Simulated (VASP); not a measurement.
Input of a VASP 6.6.1 run:

Contents of INCAR:

```
SYSTEM = Ir3Cl
  PREC = Accurate
  ENCUT = 600
  EDIFF = 1E-6
  ISMEAR = 0
  SIGMA = 0.1
  LREAL = .FALSE.
  LASPH = .TRUE.
  NELM = 100
  ALGO = Normal
  ISIF = 3
  LWAVE = .FALSE.
  LCHARG = .FALSE.
  GGA = PE
  IBRION = 2
  NSW = 100
  EDIFFG = -0.01
```

File KPOINTS:

```
Automatic mesh
0
G
  12 12 12
  0 0 0
```

Contents of POSCAR:

```
Ir3Cl
1.0
    3.9347046624      0.0000000000      0.0000000000
    0.0000000000      3.9347046624      0.0000000000
    0.0000000000      0.0000000000      3.9347046624
Ir Cl
3 1
Direct
    0.0000000000      0.5000000000      0.5000000000
    0.5000000000      0.0000000000      0.5000000000
    0.5000000000      0.5000000000      0.0000000000
    0.0000000000      0.0000000000      0.0000000000
```

Potentials or basis: VASP PAW PBE potentials, release 64 (Ir, Cl).

Command:

```console
$ cat potpaw_PBE.64/Ir/POTCAR potpaw_PBE.64/Cl/POTCAR > POTCAR
$ mpirun -np 1 vasp_std > vasp.out
```

(1) Predict the space group after relaxing (to 0.1 Å).

(2) What does it give for the band gap on the k mesh?

(3) What does it give for the relaxed cell?

(4) Predict the relaxed volume.

## Answers

(1) Pm-3m (No. 221).

(2) zero (bands 17 and 18 overlap by 1.52 eV).

(3) a = 3.940 Å, b = 3.940 Å, c = 3.940 Å, α = 90.00°, β = 90.00°, γ = 90.00°.

(4) 15.29 Å³/atom.

Caveat: spin-orbit coupling is left out, which moves the levels of the heavy elements.
